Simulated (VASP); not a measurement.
# Ni (P6_3/mmc) in VASP: notebook

Ni is run at these levels: PBEsol, PBEsol+D3(BJ), LDA; tasks: single point, relaxation of cell and atoms.

All numbers are computed with VASP 6.6.1; they aren't measurements. Logs are shortened: lines on timing, memory, paths and dates and some standing lists are left out, and cuts for length are marked.

## (1) The cell of the first run

Symmetry: P6_3/mmc, No. 194, hexagonal system. Conventional cell: a = 2.450 Å, b = 2.450 Å, c = 4.013 Å, α = 90.00°, β = 90.00°, γ = 120.00°. Ni (site symmetry -6m2) has 12 Ni at 2.45 Å within 3.2 Å.

## (2) Single point, PBEsol, collinear spin, ferromagnetic start

File INCAR:

```
SYSTEM = Ni
  PREC = Accurate
  ENCUT = 520
  EDIFF = 1E-6
  ISMEAR = -1
  SIGMA = 0.1
  LREAL = .FALSE.
  LASPH = .TRUE.
  NELM = 150
  ALGO = Normal
  ISIF = 2
  LWAVE = .FALSE.
  LCHARG = .FALSE.
  ISPIN = 2
  MAGMOM = 1.5 1.5
  LORBIT = 11
  LMAXMIX = 4
  GGA = PS
  NBANDS = 21
```

File KPOINTS:

```
regular mesh
0
G
  14 14 7
  0 0 0
```

File POSCAR:

```
Ni
1.0
    2.4501092366     -0.0000002889      0.0000000000
   -1.2250543681      2.1218569854      0.0000000000
    0.0000000000      0.0000000000      4.0126894133
Ni
2
Direct
    0.3333333333      0.6666666667      0.2500000000
    0.6666666667      0.3333333333      0.7500000000
```

Potentials or basis: VASP PAW PBE potentials, release 64 (Ni).

The run is started by

```
$ cat potpaw_PBE.64/Ni/POTCAR > POTCAR
$ mpirun -np 1 vasp_std > vasp.out
```

OUTCAR:

```text
SYSTEM = Ni
   PREC = Accurate
   ENCUT = 520
   EDIFF = 1E-6
   ISMEAR = -1
   LREAL = .FALSE.
   LASPH = .TRUE.
   NELM = 150
   ISIF = 2
   ISPIN = 2
   LORBIT = 11
   GGA = PS

 ion  position               nearest neighbor table
   1  0.333  0.667  0.250-   2 2.45   2 2.45   2 2.45   2 2.45   2 2.45   2 2.45
   2  0.667  0.333  0.750-   1 2.45   1 2.45   1 2.45   1 2.45   1 2.45   1 2.45

  LATTYP: Found a hexagonal cell.
 ALAT       =     2.4501092366
 C/A-ratio  =     1.6377593918

  Lattice vectors:

 A1 = (   2.4501092366,  -0.0000002889,   0.0000000000)
 A2 = (  -1.2250543681,   2.1218569854,   0.0000000000)
 A3 = (   0.0000000000,   0.0000000000,   4.0126894133)

Analysis of symmetry for initial positions (statically):
=====================================================================
 Subroutine PRICEL returns:
 Original cell was already a primitive cell.

 Routine SETGRP: Setting up the symmetry group for a
 hexagonal supercell.

 Subroutine GETGRP returns: Found 24 space group operations
 (whereof 12 operations were pure point group operations)
 out of a pool of 24 trial point group operations.

The static configuration has the point symmetry D_3d.
 The point group associated with its full space group is D_6h.

Analysis of symmetry for dynamics (positions and initial velocities):
=====================================================================
 Subroutine PRICEL returns:
 Original cell was already a primitive cell.

 Routine SETGRP: Setting up the symmetry group for a
 hexagonal supercell.

 Subroutine GETGRP returns: Found 24 space group operations
 (whereof 12 operations were pure point group operations)
 out of a pool of 24 trial point group operations.

The dynamic configuration has the point symmetry D_3d.
 The point group associated with its full space group is D_6h.

Analysis of structural, dynamic, and magnetic symmetry:
=====================================================================
 Subroutine PRICEL returns:
 Original cell was already a primitive cell.

 Routine SETGRP: Setting up the symmetry group for a
 hexagonal supercell.

 Subroutine GETGRP returns: Found 24 space group operations
 (whereof 12 operations were pure point group operations)
 out of a pool of 24 trial point group operations.

The overall configuration has the point symmetry D_3d.
 The point group associated with its full space group is D_6h.

[... 109 lines left out ...]
   NELECT =      20.0000    total number of electrons
   NUPDOWN=      -1.0000    fix difference up-down
   EMIN   =  10.00;   EMAX   =-10.00  energy-range for DOS
   EFERMI =   0.00;   METHOD = LEGACY
   ISMEAR =    -1;   SIGMA  =   0.10  broadening in eV -4-tet -1-fermi 0-gaus
   EFERMI_NEDOS =   21; number of points for ismear=-14 and -15
   IALGO  =     38    algorithm
   IMIX   =      4    mixing-type and parameters
     AMIX     =   0.40;   BMIX     =  1.00
     AMIX_MAG =   1.60;   BMIX_MAG =  1.00
  volume/ion in A,a.u.               =      10.43        70.39
  Fermi-wavevector in a.u.,A,eV,Ry     =   1.614256  3.050502 35.454377  2.605823
  Thomas-Fermi vector in A             =   2.709194
   LORBIT       =     11    0 simple, 1 ext, 2 COOP (PROOUT), +10 PAW based schemes
   GGA     = PS    functional components
   LHFCALC =     F    Hartree Fock is set to
   AEXX    =    0.0000 exact exchange contribution
   IVDW    =     0    specifies the selected vdW correction
   LEPSILON=     F    determine dielectric tensor
   LRPA    =     F    only Hartree local field effects (RPA)
 spin polarized calculation
  energy-cutoff  :      520.00
  volume of cell :       20.86
 maximum number of plane-waves:       574
   NGX =  9   NGY =  9   NGZ = 15

 number of electron      19.9999985 magnetization       1.2028784

 Free energy of the ion-electron system (eV)
  ---------------------------------------------------
  ext. energy  EPLUGINS =         0.00000000
  ---------------------------------------------------
  free energy    TOTEN  =       -12.28081531 eV

  energy without entropy =      -12.15672136  energy(sigma->0) =      -12.21876833

 E-fermi :   9.8098     XC(G=0): -13.6862

 val. band max:        9.8094412761   @ k =   0.1429   0.1429   0.2857
 cond. band min:       9.8113805284   @ k =   0.2857   0.0714   0.4286
 fundamental gap:      0.0019392523
 Fermi energy:         9.8098289920

 spin component 1

 k-point     1 :       0.0000    0.0000    0.0000
  band No.  band energies     occupation
      1       0.4361      1.00000
      2       4.7338      1.00000
      3       7.2978      1.00000
      4       7.3935      1.00000
      5       7.3935      1.00000
      6       7.6819      1.00000
[... 565 lines left out ...]
     20      43.4658      0.00000
     21      46.1876      0.00000

 [... further k-points ...]

 spin component 2

 k-point     1 :       0.0000    0.0000    0.0000
  band No.  band energies     occupation
      1       0.4323      1.00000
      2       5.1077      1.00000
      3       7.9433      1.00000
      4       8.0204      1.00000
      5       8.0204      1.00000
      6       8.3270      1.00000
[... 565 lines left out ...]
     20      43.5091      0.00000
     21      46.2234      0.00000

 [... further k-points ...]
[... 5 lines left out ...]
  --------------------------------------------------------------------------------------
  -------------------------------------------------------------------------------------
  Total       -0.0140895     -0.0140895     -0.0097181     -0.0000000      0.0000000      0.0000000
  in kB       -1.0821021     -1.0821021     -0.7463735     -0.0000000      0.0000000      0.0000000
  external PRESSURE =      -0.9701926 kB  Pullay stress =       0.0000000 kB

 VOLUME and BASIS-vectors are now :
 -----------------------------------------------------------------------------
  energy-cutoff  :      520.00
  volume of cell :       20.86
      direct lattice vectors                 reciprocal lattice vectors
     2.450109237 -0.000000289  0.000000000     0.408145095  0.235642617  0.000000000
    -1.225054368  2.121856985  0.000000000     0.000000056  0.471285329  0.000000000
     0.000000000  0.000000000  4.012689413     0.000000000  0.000000000  0.249209420

 POSITION                                       TOTAL-FORCE (eV/Angst)
 -----------------------------------------------------------------------------------
      0.00000      1.41457      1.00317         0.000000      0.000000      0.000000
      1.22505      0.70729      3.00952        -0.000000     -0.000000      0.000000
 -----------------------------------------------------------------------------------
    total drift:                                0.000000     -0.000000     -0.000000

  FREE ENERGIE OF THE ION-ELECTRON SYSTEM (eV)
  ---------------------------------------------------
  free  energy   TOTEN  =       -12.2808153087 eV

  energy  without entropy=      -12.1567213564  energy(sigma->0) =      -12.21876833

 total charge

# of ion       s       p       d       tot
------------------------------------------
    1        0.518   0.541   8.334   9.393
    2        0.518   0.541   8.334   9.393
--------------------------------------------------
tot          1.035   1.082  16.668  18.786

 magnetization (x)

# of ion       s       p       d       tot
------------------------------------------
    1       -0.005  -0.023   0.635   0.607
    2       -0.005  -0.023   0.635   0.607
--------------------------------------------------
tot         -0.010  -0.046   1.269   1.214
```

OSZICAR:

```text
N       E                     dE             d eps       ncg     rms          rms(c)
DAV:   1     0.958657399399E+02    0.95866E+02   -0.88619E+03  8704   0.137E+03
DAV:   2    -0.889208248676E+01   -0.10476E+03   -0.96381E+02  8199   0.237E+02
DAV:   3    -0.145182576400E+02   -0.56262E+01   -0.54421E+01  9256   0.630E+01
DAV:   4    -0.145838598493E+02   -0.65602E-01   -0.65563E-01  9213   0.639E+00
DAV:   5    -0.145855940456E+02   -0.17342E-02   -0.17341E-02  9411   0.104E+00    0.161E+01
DAV:   6    -0.129817071461E+02    0.16039E+01   -0.78510E+00  9497   0.620E+01    0.876E+00
DAV:   7    -0.123206035570E+02    0.66110E+00   -0.16889E+00  9369   0.248E+01    0.272E+00
DAV:   8    -0.122883200333E+02    0.32284E-01   -0.12795E-02 11780   0.147E+00    0.132E+00
DAV:   9    -0.122827553720E+02    0.55647E-02   -0.74036E-04 11516   0.260E-01    0.477E-01
DAV:  10    -0.122807977589E+02    0.19576E-02   -0.20135E-04 14146   0.241E-01    0.829E-02
DAV:  11    -0.122808273010E+02   -0.29542E-04   -0.27594E-05  8821   0.495E-02    0.309E-02
DAV:  12    -0.122808156250E+02    0.11676E-04   -0.17427E-06  9335   0.210E-02    0.185E-02
DAV:  13    -0.122808153087E+02    0.31632E-06   -0.19717E-06  6721   0.137E-02
   1 F= -.12280815E+02 E0= -.12218768E+02  d E =-.124094E+00  mag=     1.2029
```

stdout:

```text
POSCAR found type information on POSCAR Ni
 POSCAR found :  1 types and       2 ions
 scaLAPACK will be used
 -----------------------------------------------------------------------------
|                                                                             |
|                                                                             |
|     You enforced a specific xc type in the INCAR file but a different       |
|     I HOPE YOU KNOW WHAT YOU ARE DOING!                                     |
|                                                                             |
 -----------------------------------------------------------------------------

 LDA part: xc-table for (Slater+PW92), standard interpolation
 POSCAR, INCAR and KPOINTS ok, starting setup
 FFT: planning ... GRIDC
 FFT: planning ... GRID_SOFT
 FFT: planning ... GRID
 WAVECAR not read
 entering main loop
```

Run time: 63 s. Hardware: 1 thread of Intel Xeon Platinum 8259CL at 2.50GHz (Skylake/Cascade Lake), shared host; peak memory 0.17 GiB.

Results:

```yaml
Free_energy: -12.2808 eV
Pressure: -0.1 GPa
Net_moment: 1.20 μB per cell
Site_moments: Ni +0.61 μB
Valence_electrons_inside_the_program's_atomic_spheres: Ni 9.39
```

Caveat: the PAW data sets were made with another functional, which shifts forces and pressure a little.

## (3) Relaxation of cell and atoms, PBEsol+D3(BJ), collinear spin, ferromagnetic start

This run uses another cell than the first one, of 10.57 Å³/atom, 1.013 times its volume.

File INCAR:

```
SYSTEM = Ni
PREC = Accurate ; ENCUT = 600
EDIFF = 1E-6 ; ISMEAR = -1
SIGMA = 0.1 ; LREAL = .FALSE.
LASPH = .TRUE. ; NELM = 150
ALGO = Normal ; ISIF = 3
LWAVE = .FALSE. ; LCHARG = .FALSE.
ISPIN = 2 ; MAGMOM = 1.5 1.5
LORBIT = 11 ; LMAXMIX = 4
GGA = PS ; IVDW = 12
IBRION = 2 ; NSW = 80
EDIFFG = -0.01
```

File KPOINTS:

```
Automatic mesh
0
G
  14 14 7
  0 0 0
```

File POSCAR:

```
Ni
1.0
    2.4480230000      0.0000000000      0.0000000000
   -1.2240110000      2.1200500000      0.0000000000
    0.0000000000      0.0000000000      4.0728080000
Ni
2
Direct
    0.3333333333      0.6666666667      0.2500000000
    0.6666666667      0.3333333333      0.7500000000
```

Potentials or basis: VASP PAW PBE potentials, release 64 (Ni).

The run is started by

```
$ cat potpaw_PBE.64/Ni/POTCAR > POTCAR
$ mpirun -np 1 vasp_std > vasp.out
```

Run time: 5.5 min. Hardware: 1 thread of Intel Xeon Platinum 8259CL at 2.50GHz (Skylake/Cascade Lake), shared host; peak memory 0.21 GiB.

It converged, with:

| Property | Result |
| --- | --- |
| Free energy | -13.1651 eV |
| Relaxed volume | 10.12 Å³/atom |
| Relaxed cell | a = 2.425 Å, b = 2.425 Å, c = 3.974 Å, α = 90.00°, β = 90.00°, γ = 120.00° |
| Space group after relaxing (to 0.05 Å) | P6_3/mmc (No. 194) |
| Energy gained by relaxing | 15.3 meV/atom |
| Ionic steps | 11 |
| Pressure after relaxing | 0.0 GPa |
| Net moment | 1.17 μB per cell |
| Site moments | Ni +0.59 μB |
| Valence electrons inside the program's atomic spheres | Ni 9.46 |
| Dispersion energy per atom | -0.449 eV |

The path:
| step | energy change (eV) | largest force (eV/Å) | pressure (GPa) | volume (Å³) |
| --- | --- | --- | --- | --- |
| 1 | 0.0000 | 0.0000 | -9.51 | 21.14 |
| 2 | 0.0071 | 0.0000 | 13.27 | 19.27 |
| 3 | -0.0297 | 0.0000 | 0.19 | 20.22 |
| 4 | -0.0297 | 0.0000 | 0.37 | 20.20 |
| 5 | -0.0306 | 0.0000 | 0.18 | 20.22 |
| 6 | -0.0306 | 0.0000 | 0.18 | 20.22 |
| 7 | -0.0306 | 0.0000 | 0.19 | 20.22 |
| 8 | -0.0306 | 0.0000 | 0.18 | 20.22 |
| 9 | -0.0306 | 0.0000 | 0.18 | 20.22 |
| 10 | -0.0306 | 0.0000 | -0.22 | 20.25 |
| 11 | -0.0307 | 0.0000 | 0.03 | 20.23 |

Final structure:
```yaml
crystal:
  lattice:
    - [2.42453, 0.00000, 0.00000]
    - [-1.21227, 2.09971, 0.00000]
    - [0.00000, 0.00000, 3.97413]
  atoms:
    - { symbol: Ni, position: [0.33333, 0.66667, 0.25000] }
    - { symbol: Ni, position: [0.66667, 0.33333, 0.75000] }
```

Levels at points of the mesh, in eV from the Fermi level:
Spin up:
| k point | band 8 | band 9 | band 10 | band 11 | band 12 | band 13 | band 14 | band 15 |
| --- | --- | --- | --- | --- | --- | --- | --- | --- |
| (0.00, 0.00, 0.00) | -1.74 | -1.74 | -0.69 | -0.69 | -0.53 | 6.14 | 23.21 | 25.70 |
| (0.50, 0.00, 0.00) | -0.55 | -0.48 | -0.41 | 1.27 | 3.30 | 9.76 | 10.41 | 12.96 |
Spin down:
```csv
k point,band 6,band 7,band 8,band 9,band 10,band 11,band 12,band 13,band 14,band 15
"(0.00, 0.00, 0.00)",-1.56,-1.56,-1.10,-1.10,-0.55,-0.01,-0.01,6.52,23.12,25.80
"(0.50, 0.00, 0.00)",-1.93,-1.55,0.15,0.21,0.29,1.73,3.66,9.90,10.53,13.16
```

Caveat: the PAW data sets were made with another functional, which shifts forces and pressure a little; pairwise dispersion overbinds metals, which lowers pressure and volume.

## (4) Relaxation of cell and atoms, LDA, collinear spin, ferromagnetic start

This run uses another cell than the first one, of 10.57 Å³/atom, 1.013 times its volume.

File INCAR:

```
  ALGO = Normal
  EDIFF = 1E-6
  EDIFFG = -0.01
  ENCUT = 600
  GGA = CA
  IBRION = 2
  ISIF = 3
  ISMEAR = -1
  ISPIN = 2
  LASPH = T
  LCHARG = F
  LMAXMIX = 4
  LORBIT = 11
  LREAL = F
  LWAVE = F
  MAGMOM = 1.5 1.5
  NELM = 150
  NSW = 80
  PREC = Accurate
  SIGMA = 0.1
```

File KPOINTS:

```
k-points
0
Gamma
  14 14 7
```

POSCAR is that of step 3.

Potentials or basis: VASP PAW LDA potentials, release 64 (Ni).

The run is started by

```
$ cat potpaw_LDA.64/Ni/POTCAR > POTCAR
$ mpirun -np 1 vasp_std > vasp.out
```

Run time: 4.5 min. Hardware: 1 thread of Intel Xeon Platinum 8259CL at 2.50GHz (Skylake/Cascade Lake), shared host; peak memory 0.18 GiB.

Results (log left out):

| Property | Result |
| --- | --- |
| Free energy | -13.1704 eV |
| Relaxed volume | 10.06 Å³/atom |
| Relaxed cell | a = 2.419 Å, b = 2.419 Å, c = 3.968 Å, α = 90.00°, β = 90.00°, γ = 120.00° |
| Space group after relaxing (to 0.05 Å) | P6_3/mmc (No. 194) |
| Energy gained by relaxing | 19.0 meV/atom |
| Ionic steps | 10 |
| Pressure after relaxing | 0.1 GPa |
| Net moment | 1.09 μB per cell |
| Site moments | Ni +0.54 μB |
| Valence electrons inside the program's atomic spheres | Ni 9.47 |

The path:
| step | energy change (eV) | largest force (eV/Å) | pressure (GPa) | volume (Å³) |
| --- | --- | --- | --- | --- |
| 1 | 0.0000 | 0.0000 | -10.78 | 21.14 |
| 2 | 0.0132 | 0.0000 | 15.90 | 19.04 |
| 3 | -0.0370 | 0.0000 | 0.03 | 20.12 |
| 4 | -0.0370 | 0.0000 | 0.30 | 20.10 |
| 5 | -0.0379 | 0.0000 | 0.15 | 20.11 |
| 6 | -0.0380 | 0.0000 | 0.17 | 20.11 |
| 7 | -0.0380 | 0.0000 | 0.19 | 20.11 |
| 8 | -0.0380 | 0.0000 | 0.14 | 20.11 |
| 9 | -0.0380 | 0.0000 | 0.11 | 20.11 |
| 10 | -0.0380 | 0.0000 | 0.13 | 20.11 |

Final structure:
```
CELL_PARAMETERS angstrom
2.41927 0.00000 0.00000
-1.20963 2.09514 0.00000
0.00000 0.00000 3.96785
ATOMIC_POSITIONS crystal
Ni 0.33333 0.66667 0.25000
Ni 0.66667 0.33333 0.75000
```

Levels at points of the mesh, in eV from the Fermi level:
Spin up:
| k point | band 8 | band 9 | band 10 | band 11 | band 12 | band 13 | band 14 | band 15 |
| --- | --- | --- | --- | --- | --- | --- | --- | --- |
| (0.00, 0.00, 0.00) | -1.67 | -1.67 | -0.59 | -0.59 | -0.46 | 6.26 | 23.38 | 25.79 |
| (0.50, 0.00, 0.00) | -0.46 | -0.39 | -0.31 | 1.38 | 3.41 | 9.86 | 10.49 | 13.15 |
Spin down:
```
           k point  band 6  band 7  band 8  band 9  band 10  band 11  band 12  band 13  band 14  band 15
(0.00, 0.00, 0.00)   -1.59   -1.59   -1.12   -1.12    -0.42    -0.02    -0.02     6.60    23.37    25.92
(0.50, 0.00, 0.00)   -1.94   -1.58    0.14    0.20     0.28     1.78     3.73    10.02    10.63    13.36
```

## (5) Summary

```csv
task,level,potentials or basis,cell,cutoff (eV),gap on the mesh (eV),pressure (GPa),moment (μB),relaxed volume (Å³/atom)
single point,PBEsol,"VASP PAW PBE potentials, release 64 (Ni)","a = 2.450, b = 2.450, c = 4.013 Å, angles 90.0, 90.0, 120.0°, 2 atoms",520,none,-0.1,1.20,-
relaxation of cell and atoms,PBEsol+D3(BJ),"VASP PAW PBE potentials, release 64 (Ni)","relaxed from a = 2.448, b = 2.448, c = 4.073 Å, angles 90.0, 90.0, 120.0°, 2 atoms",600,none,0.0,1.17,10.12
relaxation of cell and atoms,LDA,"VASP PAW LDA potentials, release 64 (Ni)","relaxed from a = 2.448, b = 2.448, c = 4.073 Å, angles 90.0, 90.0, 120.0°, 2 atoms",600,none,0.1,1.09,10.06
```

Alike in all rows: spin collinear, ferromagnetic start; k mesh 14 × 14 × 7; smearing fermi-dirac 0.1 eV.

Caveats: the PAW data sets were made with another functional, which shifts forces and pressure a little (some runs); pairwise dispersion overbinds metals, which lowers pressure and volume (some runs).

Total energies depend on the potentials used, so only differences within one code and one set of settings carry meaning.
